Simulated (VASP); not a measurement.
# K8TaNb7O24 in VASP: single point with PBEsol

Aim: the single point of K8TaNb7O24 with PBEsol.

Program: VASP 6.6.1. These are calculated values, not measurements. Logs are shortened: lines on timing, memory, paths and dates and some standing lists are left out, and cuts for length are marked.

## 1. The cell of the first run

The typed cell holds 40 atoms: a = 8.003 Å, b = 8.003 Å, c = 8.003 Å, α = 90.00°, β = 90.00°, γ = 90.00°.

## 2. Single point, PBEsol

Contents of INCAR:

```
PREC = Accurate ; ENCUT = 520
EDIFF = 1E-7 ; ISMEAR = -1
SIGMA = 0.05 ; LREAL = Auto
LASPH = T ; NELM = 100
ALGO = Normal ; ISIF = 2
LWAVE = F ; LCHARG = F
GGA = PS ; ISYM = 0
NBANDS = 185
```

Contents of KPOINTS:

```
Automatic mesh
0
Gamma
  1 1 1
  0.25 0.25 0.25
```

Contents of POSCAR:

```
K8TaNb7O24
1.0
    8.0027130153      0.0000000000      0.0000000000
    0.0000000000      8.0027130153      0.0000000000
    0.0000000000      0.0000000000      8.0027130153
K Nb Ta O
8 7 1 24
Direct
    0.0032960000      0.0038840000      0.0041770000
    0.0029430000      0.0039660000      0.5041320000
    0.0029480000      0.5038380000      0.0042610000
    0.0026820000      0.5035750000      0.5038760000
    0.5028410000      0.0037320000      0.0040270000
    0.5029950000      0.0038840000      0.5044840000
    0.5029880000      0.5041900000      0.0041780000
    0.5030700000      0.5038420000      0.5041350000
    0.2556870000      0.2595240000      0.2598170000
    0.2586690000      0.2591760000      0.7598580000
    0.2586640000      0.7595620000      0.2594690000
    0.2582080000      0.7591080000      0.7593990000
    0.7586300000      0.2595180000      0.7568890000
    0.7586270000      0.7565760000      0.2598110000
    0.7582780000      0.7595570000      0.7598520000
    0.7553320000      0.2562240000      0.2565310000
    0.2461540000      0.2465840000      0.9964020000
    0.2461430000      0.2466270000      0.4963730000
    0.2456570000      0.7465630000      0.9962090000
    0.2456550000      0.7465600000      0.4961740000
    0.7461450000      0.2470230000      0.9972010000
    0.7461520000      0.2470280000      0.4971200000
    0.7456840000      0.7470430000      0.9963980000
    0.7457310000      0.7470250000      0.4963680000
    0.9959290000      0.2470400000      0.2473380000
    0.9951850000      0.2466290000      0.7473330000
    0.9951810000      0.7470310000      0.2469180000
    0.9949830000      0.7465550000      0.7468510000
    0.4960110000      0.2470360000      0.2473320000
    0.4952130000      0.2465840000      0.7473470000
    0.4952070000      0.7470380000      0.2468770000
    0.4950190000      0.7465530000      0.7468500000
    0.2461590000      0.9961030000      0.2468800000
    0.2456690000      0.9959160000      0.7468500000
    0.2461380000      0.4960750000      0.2469260000
    0.2456670000      0.4958780000      0.7468570000
    0.7461380000      0.9968950000      0.2473270000
    0.7456930000      0.9961000000      0.7473420000
    0.7461420000      0.4968190000      0.2473310000
    0.7457350000      0.4960700000      0.7473420000
```

Potentials or basis: VASP PAW PBE potentials, release 64 (K_sv, Nb_sv, Ta_pv, O).

Command:

```
cat potpaw_PBE.64/K_sv/POTCAR potpaw_PBE.64/Nb_sv/POTCAR potpaw_PBE.64/Ta_pv/POTCAR potpaw_PBE.64/O/POTCAR > POTCAR
mpirun -np 1 vasp_std > vasp.out
```

OUTCAR:

```text
PREC = Accurate
   ENCUT = 520
   EDIFF = 1E-7
   ISMEAR = -1
   LREAL = Auto
   LASPH = T
   NELM = 100
   ISIF = 2
   GGA = PS
   ISYM = 0

 ion  position               nearest neighbor table
   1  0.003  0.004  0.004-  17 2.75  33 2.75  25 2.75  26 2.83  27 2.83  19 2.83  34 2.83  21 2.83
                            37 2.83  15 3.39  16 3.48
   2  0.003  0.004  0.504-  34 2.75  18 2.75  26 2.75  22 2.83  25 2.83  20 2.83  28 2.83  38 2.83
                            33 2.83  14 3.40  16 3.45
   3  0.003  0.504  0.004-  19 2.75  27 2.75  35 2.75  25 2.83  39 2.83  36 2.83  28 2.83  17 2.83
                            23 2.83  13 3.40  16 3.45
   4  0.003  0.504  0.504-  28 2.75  20 2.75  36 2.75  24 2.83  26 2.83  35 2.83  18 2.83  40 2.83
                            27 2.83   9 3.42  14 3.42  13 3.42  16 3.43
   5  0.503  0.004  0.004-  21 2.75  37 2.75  29 2.75  30 2.83  23 2.83  33 2.83  38 2.83  17 2.83
                            31 2.83  12 3.39  16 3.50
   6  0.503  0.004  0.504-  38 2.75  30 2.75  22 2.75  18 2.83  24 2.83  34 2.83  32 2.83  37 2.83
                            29 2.83  11 3.39  16 3.48
   7  0.503  0.504  0.004-  31 2.75  23 2.75  39 2.75  40 2.83  35 2.83  32 2.83  19 2.83  29 2.83
                            21 2.83  10 3.39  16 3.48
   8  0.503  0.504  0.504-  32 2.75  24 2.75  40 2.75  39 2.83  22 2.83  36 2.83  20 2.83  31 2.83
                            30 2.83   9 3.40  16 3.45
   9  0.256  0.260  0.260-  35 1.90  18 1.90  29 1.93  25 2.08  17 2.11  33 2.11   8 3.40   4 3.42

  10  0.259  0.259  0.760-  30 1.90  17 1.90  36 1.90  34 2.11  26 2.11  18 2.11   7 3.39
  11  0.259  0.760  0.259-  33 1.90  31 1.90  20 1.90  19 2.11  27 2.11  35 2.11   6 3.39
  12  0.258  0.759  0.759-  34 1.90  19 1.90  32 1.90  20 2.11  28 2.11  36 2.11   5 3.39
  13  0.759  0.260  0.757-  40 1.90  26 1.90  21 1.93  22 2.08  30 2.11  38 2.11   3 3.40   4 3.42

  14  0.759  0.757  0.260-  27 1.90  24 1.90  37 1.93  39 2.08  23 2.11  31 2.11   2 3.40   4 3.42

  15  0.758  0.760  0.760-  38 1.90  23 1.90  28 1.90  32 2.11  24 2.11  40 2.11   1 3.39
  16  0.755  0.256  0.257-  22 1.93  39 1.93  25 1.93  29 2.08  37 2.08  21 2.08   4 3.43   2 3.45
                             8 3.45   3 3.45   6 3.48   1 3.48   7 3.48   5 3.50
  17  0.246  0.247  0.996-  10 1.90   9 2.11   1 2.75   5 2.83   3 2.83
  18  0.246  0.247  0.496-   9 1.90  10 2.11   2 2.75   6 2.83   4 2.83
  19  0.246  0.747  0.996-  12 1.90  11 2.11   3 2.75   1 2.83   7 2.83
  20  0.246  0.747  0.496-  11 1.90  12 2.11   4 2.75   2 2.83   8 2.83
  21  0.746  0.247  0.997-  13 1.93  16 2.08   5 2.75   1 2.83   7 2.83
  22  0.746  0.247  0.497-  16 1.93  13 2.08   6 2.75   2 2.83   8 2.83
[... 16 lines left out ...]
  39  0.746  0.497  0.247-  16 1.93  14 2.08   7 2.75   3 2.83   8 2.83
  40  0.746  0.496  0.747-  13 1.90  15 2.11   8 2.75   7 2.83   4 2.83

IMPORTANT INFORMATION: All symmetrisations will be switched off!
NOSYMM: (Re-)initialisation of all symmetry stuff for point group C_1.

----------------------------------------------------------------------------------------

                                     Primitive cell

  volume of cell :     512.5211

  direct lattice vectors                    reciprocal lattice vectors
     8.002713015  0.000000000  0.000000000     0.124957624  0.000000000  0.000000000
     0.000000000  8.002713015  0.000000000     0.000000000  0.124957624  0.000000000
     0.000000000  0.000000000  8.002713015     0.000000000  0.000000000  0.124957624

  length of vectors
     8.002713015  8.002713015  8.002713015     0.124957624  0.124957624  0.124957624

  position of ions in fractional coordinates (direct lattice)
     0.003296000  0.003884000  0.004177000
     0.002943000  0.003966000  0.504132000
     0.002948000  0.503838000  0.004261000
     0.002682000  0.503575000  0.503876000
     0.502841000  0.003732000  0.004027000
     0.502995000  0.003884000  0.504484000
[... 32 lines left out ...]
     0.746142000  0.496819000  0.247331000
     0.745735000  0.496070000  0.747342000

  ion indices of the primitive-cell ions
   primitive index   ion index
                 1           1
                 2           2
                 3           3
                 4           4
                 5           5
                 6           6
[... 32 lines left out ...]
                39          39
                40          40

----------------------------------------------------------------------------------------

 KPOINTS: Automatic mesh

Automatic generation of k-mesh.
 Grid dimensions read from file:
 generate k-points for:    1    1    1

 Generating k-lattice:

  Cartesian coordinates                     Fractional coordinates (reciprocal lattice)
     0.124957624  0.000000000  0.000000000     1.000000000  0.000000000  0.000000000
     0.000000000  0.124957624  0.000000000     0.000000000  1.000000000  0.000000000
     0.000000000  0.000000000  0.124957624     0.000000000  0.000000000  1.000000000

  Length of vectors
     0.124957624  0.124957624  0.124957624

  Shift w.r.t. Gamma in fractional coordinates (k-lattice)
     0.250000000  0.250000000  0.250000000

 Subroutine IBZKPT returns following result:
 ===========================================

 Found      4 irreducible k-points:

 Following reciprocal coordinates:
            Coordinates               Weight
  0.250000  0.250000  0.250000      2.000000
 -0.250000  0.250000  0.250000      2.000000
 -0.250000 -0.250000  0.250000      2.000000
  0.250000 -0.250000  0.250000      2.000000
   k-points           NKPTS =      4   k-points in BZ     NKDIM =      4   number of bands    NBANDS=    185
   number of dos      NEDOS =    301   number of ions     NIONS =     40
   total plane-waves  NPLWV = 216000
   dimension x,y,z NGX =    60 NGY =   60 NGZ =   60
   dimension x,y,z NGXF=   120 NGYF=  120 NGZF=  120
   ions per type =               8   7   1  24
   NGX,Y,Z   is equivalent  to a cutoff of  12.46, 12.46, 12.46 a.u.
   NGXF,Y,Z  is equivalent  to a cutoff of  24.93, 24.93, 24.93 a.u.
 SYSTEM =  unknown system
   PREC   = accura    normal or accurate (medium, high low for compatibility)
   ISTART =      0    job   : 0-new  1-cont  2-samecut
   ICHARG =      2    charge: 1-file 2-atom 10-const
   ISPIN  =      1    spin polarized calculation?
   LNONCOLLINEAR =      F non collinear calculations
   LSORBIT =      F    spin-orbit coupling
   LASPH  =      T    aspherical Exc in radial PAW
   ENCUT  =  520.0 eV  38.22 Ry    6.18 a.u.  14.88 14.88 14.88*2*pi/ulx,y,z
   NELM   =    100;   NELMIN=  2; NELMDL= -5     # of ELM steps
   EDIFF  = 0.1E-06   stopping-criterion for ELM
   LREAL  =      T    real-space projection
   EDIFFG = 0.1E-05   stopping-criterion for IOM
   NSW    =      0    number of steps for IOM
   IBRION =     -1    ionic relax: 0-MD 1-quasi-New 2-CG
   NFREE  =      0    steps in history (QN), initial steepest desc. (CG)
   ISIF   =      2    stress and relaxation
   ISYM   =      0    0-nonsym 1-usesym 2-fastsym
   POTIM  = 0.5000    time-step for ionic-motion
   TEBEG  =    0.0;   TEEND  =   0.0 temperature during run
   PSTRESS=    0.0 pullay stress
   NELECT =     318.0000    total number of electrons
   NUPDOWN=      -1.0000    fix difference up-down
   EMIN   =  10.00;   EMAX   =-10.00  energy-range for DOS
   EFERMI =   0.00;   METHOD = LEGACY
   ISMEAR =    -1;   SIGMA  =   0.05  broadening in eV -4-tet -1-fermi 0-gaus
   EFERMI_NEDOS =   21; number of points for ismear=-14 and -15
   IALGO  =     38    algorithm
   IMIX   =      4    mixing-type and parameters
     AMIX     =   0.40;   BMIX     =  1.00
     AMIX_MAG =   1.60;   BMIX_MAG =  1.00
  volume/ion in A,a.u.               =      12.81        86.47
  Fermi-wavevector in a.u.,A,eV,Ry     =   1.396304  2.638632 26.526798  1.949665
  Thomas-Fermi vector in A             =   2.519671
   LORBIT       =      0    0 simple, 1 ext, 2 COOP (PROOUT), +10 PAW based schemes
   GGA     = PS    functional components
   LHFCALC =     F    Hartree Fock is set to
   AEXX    =    0.0000 exact exchange contribution
   IVDW    =     0    specifies the selected vdW correction
   LEPSILON=     F    determine dielectric tensor
   LRPA    =     F    only Hartree local field effects (RPA)
 non-spin polarized calculation
  energy-cutoff  :      520.00
  volume of cell :      512.52
 maximum number of plane-waves:     13796
   NGX = 29   NGY = 29   NGZ = 29

 number of electron     318.0000249 magnetization

 Free energy of the ion-electron system (eV)
  ---------------------------------------------------
  ext. energy  EPLUGINS =         0.00000000
  ---------------------------------------------------
  free energy    TOTEN  =      -328.05327153 eV

  energy without entropy =     -328.05327153  energy(sigma->0) =     -328.05327153

 E-fermi :   4.1797     XC(G=0): -11.0551

 val. band max:        2.7666023466   @ k =   0.2500   0.2500   0.2500
 cond. band min:       5.5098702005   @ k =   0.2500  -0.2500   0.2500
 fundamental gap:      2.7432678539
 Fermi energy:         4.1797279595

 k-point     1 :       0.2500    0.2500    0.2500
  band No.  band energies     occupation
      1     -51.6559      2.00000
      2     -51.6558      2.00000
      3     -51.6558      2.00000
      4     -51.6342      2.00000
      5     -51.6281      2.00000
      6     -51.6280      2.00000
[... 163 lines left out ...]
    170       7.0307      0.00000
    171       7.1371      0.00000

 k-point     2 :      -0.2500    0.2500    0.2500
  band No.  band energies     occupation
      1     -51.6559      2.00000
      2     -51.6558      2.00000
      3     -51.6558      2.00000
      4     -51.6342      2.00000
      5     -51.6281      2.00000
      6     -51.6280      2.00000
[... 163 lines left out ...]
    170       7.1037      0.00000
    171       7.1486      0.00000

 k-point     3 :      -0.2500   -0.2500    0.2500
  band No.  band energies     occupation
      1     -51.6559      2.00000
      2     -51.6558      2.00000
      3     -51.6558      2.00000
      4     -51.6342      2.00000
      5     -51.6281      2.00000
      6     -51.6280      2.00000
[... 163 lines left out ...]
    170       7.1037      0.00000
    171       7.1486      0.00000

 k-point     4 :       0.2500   -0.2500    0.2500
  band No.  band energies     occupation
      1     -51.6559      2.00000
      2     -51.6558      2.00000
      3     -51.6558      2.00000
      4     -51.6342      2.00000
      5     -51.6281      2.00000
      6     -51.6280      2.00000
[... 163 lines left out ...]
    170       7.1037      0.00000
    171       7.1486      0.00000
 [bands above 171 left out]

------------------------ aborting loop because EDIFF is reached ----------------------------------------

  FORCE on cell =-STRESS in cart. coord.  units (eV):
  Direction    XX          YY          ZZ          XY          YZ          ZX
  --------------------------------------------------------------------------------------
  -------------------------------------------------------------------------------------
  Total        0.4374451      0.4660939      0.4573354      0.4627681      0.4607244      0.4682107
  in kB        1.3674846      1.4570428      1.4296631      1.4466459      1.4402573      1.4636599
  external PRESSURE =       1.4180635 kB  Pullay stress =       0.0000000 kB

 VOLUME and BASIS-vectors are now :
 -----------------------------------------------------------------------------
  energy-cutoff  :      520.00
  volume of cell :      512.52
      direct lattice vectors                 reciprocal lattice vectors
     8.002713015  0.000000000  0.000000000     0.124957624  0.000000000  0.000000000
     0.000000000  8.002713015  0.000000000     0.000000000  0.124957624  0.000000000
     0.000000000  0.000000000  8.002713015     0.000000000  0.000000000  0.124957624

 POSITION                                       TOTAL-FORCE (eV/Angst)
 -----------------------------------------------------------------------------------
      0.02638      0.03108      0.03343        -0.006662     -0.005940     -0.005435
      0.02355      0.03174      4.03442        -0.006657     -0.005751     -0.005171
      0.02359      4.03207      0.03410        -0.007173     -0.004790     -0.007152
      0.02146      4.02997      4.03238        -0.008429     -0.003770     -0.004161
      4.02409      0.02987      0.03223        -0.008237     -0.005484     -0.006025
      4.02532      0.03108      4.03724        -0.007895     -0.004970     -0.005866
[... 32 lines left out ...]
      5.97116      3.97590      1.97932         0.032064      0.150735      0.031569
      5.96790      3.96991      5.98076         0.040977      0.027025      0.042491
 -----------------------------------------------------------------------------------
    total drift:                                0.010601      0.013966      0.018512

  FREE ENERGIE OF THE ION-ELECTRON SYSTEM (eV)
  ---------------------------------------------------
  free  energy   TOTEN  =      -328.0532715321 eV

  energy  without entropy=     -328.0532715321  energy(sigma->0) =     -328.05327153
```

It took 13 min on 1 thread of Intel Xeon Platinum 8259CL at 2.50GHz (Skylake/Cascade Lake), shared host; peak memory 0.64 GiB.

What came out:

| Item | Value |
| --- | --- |
| Free energy | -328.0533 eV |
| Pressure | 0.1 GPa |
| Largest force | 0.281 eV/Å |
| Band gap on the k mesh | 2.74 eV (least direct gap 2.77 eV) |

Forces on the atoms (eV/Å):
```
K   -0.007 -0.006 -0.005
K   -0.007 -0.006 -0.005
K   -0.007 -0.005 -0.007
K   -0.008 -0.004 -0.004
K   -0.008 -0.005 -0.006
K   -0.008 -0.005 -0.006
K   -0.009 -0.006 -0.006
K   -0.008 -0.004 -0.005
Nb  -0.105 -0.103 -0.102
Nb  -0.104 -0.100 -0.102
Nb  -0.103 -0.103 -0.100
Nb  -0.101 -0.100 -0.101
Nb  -0.102 -0.100 -0.109
Nb  -0.102 -0.108 -0.101
Nb  -0.102 -0.101 -0.101
Ta  -0.162 -0.163 -0.162
O    0.043  0.040  0.028
O    0.043  0.040  0.027
O    0.041  0.039  0.026
O    0.041  0.040  0.027
O    0.037  0.035 -0.023
O    0.033  0.032  0.151
O    0.042  0.043  0.028
O    0.042  0.043  0.028
O    0.152  0.031  0.032
O    0.029  0.040  0.042
O    0.029  0.042  0.041
O    0.027  0.040  0.040
O   -0.024  0.035  0.036
O    0.030  0.040  0.042
O    0.030  0.042  0.041
O    0.027  0.040  0.039
O    0.044  0.030  0.042
O    0.041  0.026  0.041
O    0.044  0.029  0.041
O    0.042  0.027  0.041
O    0.036 -0.023  0.036
O    0.041  0.028  0.043
O    0.032  0.151  0.032
O    0.041  0.027  0.042
```

Levels at points of the mesh, in eV from the valence-band top:
| k point | band 155 | band 156 | band 157 | band 158 | band 159 | band 160 | band 161 | band 162 | band 163 | band 164 |
| --- | --- | --- | --- | --- | --- | --- | --- | --- | --- | --- |
| (0.25, 0.25, 0.25) | -0.16 | -0.09 | -0.08 | -0.08 | 0.00 | 2.97 | 2.97 | 2.98 | 3.04 | 3.06 |

Caveat: the PAW data sets were made with another functional, which shifts forces and pressure a little; spin-orbit coupling is left out, which moves the levels of the heavy elements; a shifted mesh leaves out Γ, where band edges can lie. A k mesh can miss the band edges.
